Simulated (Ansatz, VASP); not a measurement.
MgS: VASP beside Ansatz

File INCAR:

```
ALGO = Normal
EDIFF = 1E-7
ENCUT = 520
GGA = PE
ISIF = 2
ISMEAR = 0
LASPH = T
LCHARG = F
LREAL = F
LWAVE = F
NBANDS = 11
NELM = 60
PREC = Accurate
SIGMA = 0.05
```

Contents of KPOINTS:

```
k-points
0
Gamma
  8 8 8
```

File POSCAR:

```
MgS
1.0
    0.0000000000      2.5366087500      2.4715675000
    2.5366087500      0.0000000000      2.4715675000
    2.5366087500      2.5366087500      0.0000000000
Mg S
1 1
Direct
    0.0000000000      0.0000000000      0.0000000000
    0.5000000000      0.5000000000      0.5000000000
```

Input for Ansatz:

```yaml
crystal:
  lattice:
    - [0.0, 2.53660875, 2.4715675]
    - [2.53660875, 0.0, 2.4715675]
    - [2.53660875, 2.53660875, 0.0]
  atoms:
    - { symbol: Mg, position: [0.0, 0.0, 0.0] }
    - { symbol: S, position: [0.5, 0.5, 0.5] }
basis:
  ecutwfc: 420
kpoints:
  mp_grid: { grid: [8, 8, 8] }
hamiltonian:
  xc: pbe
scf:
  occupations: { method: gaussian, width: 0.05 }
output:
  forces: true
  stress: true
  eigenvalues: true
```

Change from the starting cell: strain -0.025 along x and y, -0.050 along z, atoms carried along.

Alike in both runs: task single point; functional PBE; k mesh 8 × 8 × 8; occupations gaussian, width 0.05 eV; no spin polarisation.

|  | VASP | Ansatz |
| --- | --- | --- |
| version | VASP 6.6.1 | Ansatz 0.2.0 |
| potentials or method | VASP PAW PBE potentials, release 64 (Mg, S), cutoff 520 eV | scalar-relativistic, plane waves, PAW |
| valence electrons in the cell | 8 | 16 |

```tsv
	VASP	Ansatz	Ansatz less VASP
gap on the k mesh at the Fermi level (eV)	2.85	2.86	+0.008
least direct gap on the mesh (eV)	4.53	4.54	+0.008
pressure (GPa)	10.8	11.1	+0.33
traceless stress, the component that is largest in VASP (GPa)	3.16	3.17	+0.001
```

VASP's potentials hold 8 valence electrons a cell and Ansatz's 16, so a difference there can come from the potentials and not from the codes.
